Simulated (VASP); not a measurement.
**AsAu3: single point with PBE**

AsAu3:

```
CELL_PARAMETERS angstrom
5.91899 0.00000 0.00000
-2.95950 5.12600 0.00000
0.00000 0.00000 4.77663
ATOMIC_POSITIONS crystal
Au 0.16683 0.33366 0.25000
Au 0.16683 0.83317 0.25000
Au 0.66634 0.83317 0.25000
Au 0.83317 0.66634 0.75000
Au 0.83317 0.16683 0.75000
Au 0.33366 0.16683 0.75000
As 0.33333 0.66667 0.75000
As 0.66667 0.33333 0.25000
```

| Quantity | Value |
| --- | --- |
| Program | VASP 6.6.1 |
| Task | single point |
| Functional | PBE |
| Potentials or basis | VASP PAW PBE potentials, release 64 (Au, As) |
| Cutoff | 520 eV |
| k mesh | 5 × 5 × 6 |
| Occupations | fermi-dirac, width 0.05 eV |
| Spin | no spin polarisation |

| Property | Result |
| --- | --- |
| Pressure | 1.5 GPa |
| Largest force | 0.045 eV/Å |
| Band gap on the k mesh | zero (bands 38 and 39 overlap by 1.64 eV) |

Forces on the atoms (eV/Å):
```
Au   0.000 -0.045  0.000
Au  -0.039  0.022  0.000
Au   0.039  0.022  0.000
Au   0.000  0.045  0.000
Au   0.039 -0.022  0.000
Au  -0.039 -0.022  0.000
As   0.000  0.000  0.000
As   0.000  0.000  0.000
```

Stress tensor (GPa, compression positive):
```
1.56 0.00 0.00
0.00 1.56 0.00
0.00 0.00 1.34
```

Levels at points of the mesh, in eV from the Fermi level:
```tsv
k point	band 36	band 37	band 38	band 39	band 40	band 41
(0.00, 0.00, 0.00)	-1.45	-0.99	-0.99	0.02	0.86	1.00
(0.00, 0.00, 0.50)	-1.97	-1.97	-1.97	-0.41	-0.41	1.96
```

Wall time 2.1 min on 1 thread of Intel(R) Xeon(R) 6975P-C (Granite Rapids), on a shared host, peak memory 0.33 GiB.

Caveat: spin-orbit coupling is left out, which moves the levels of the heavy elements.
